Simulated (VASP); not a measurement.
Here is a VASP 6.6.1 calculation.

The input POSCAR:

```
BaTiCl3
1.0
    3.4762283700      6.0210003700      0.0000000000
   -3.4762283700      6.0210003700      0.0000000000
    0.0000000000      0.0000000000      5.8526259000
Cl Ti Ba
6 2 2
Direct
    0.2964000000      0.8518000000      0.5000000000
    0.8518000000      0.8518000000      0.5000000000
    0.8518000000      0.2964000000      0.5000000000
    0.7036000000      0.1482000000      0.0000000000
    0.1482000000      0.1482000000      0.0000000000
    0.1482000000      0.7036000000      0.0000000000
    0.0000000000      0.0000000000      0.2559400000
    0.0000000000      0.0000000000      0.7440600000
    0.3333000000      0.3334000000      0.5000000000
    0.6667000000      0.6666000000      0.0000000000
```

Contents of INCAR.step1:

```
PREC = Accurate
ENCUT = 550
ISMEAR = -1
SIGMA = 0.1
LREAL = F
LASPH = T
NELM = 200
ISPIN = 2
MAGMOM = 0 0 0 0 0 0 1 1 0 0
LMAXMIX = 4
NBANDS = 58
GGA = PE
ALGO = Normal
EDIFF = 1E-5
LWAVE = T
LCHARG = F
GGA_COMPAT = F
KPAR = 4
```

The input INCAR.step2:

```
PREC = Accurate
ENCUT = 550
EDIFF = 1E-6
ISMEAR = -1
SIGMA = 0.1
LREAL = F
LASPH = T
NELM = 200
ALGO = Normal
ISIF = 2
LWAVE = F
LCHARG = T
ISPIN = 2
MAGMOM = 0 0 0 0 0 0 1 1 0 0
LORBIT = 11
LMAXMIX = 4
METAGGA = R2SCAN
LMIXTAU = T
LVHAR = T
NBANDS = 58
ISTART = 1
GGA_COMPAT = F
KPAR = 4
```

The input KPOINTS:

```
Automatic mesh
0
Gamma
  4 4 4
```

Potentials or basis: VASP PAW PBE potentials, release 64 (Cl, Ti_sv, Ba_sv).

Run with:

```console
$ cat potpaw_PBE.64/Cl/POTCAR potpaw_PBE.64/Ti_sv/POTCAR potpaw_PBE.64/Ba_sv/POTCAR > POTCAR
$ cp INCAR.step1 INCAR
$ mpirun -np 4 vasp_std > vasp.out
$ cp INCAR.step2 INCAR
$ mpirun -np 4 vasp_std > vasp.out
```

(1) Predict the site moments.

(2) Estimate the largest force.

(3) What does it give for the net moment?

(4) Predict the pressure.

Answers

(1) Cl +0.00; Ti +1.36; Ba +0.07, +0.05 μB.

(2) 3.744 eV/Å.

(3) 4.07 μB per cell.

(4) 8.7 GPa.

Caveat: the cell stands under pressure; the PAW data sets were made with another functional, which shifts forces and pressure a little.
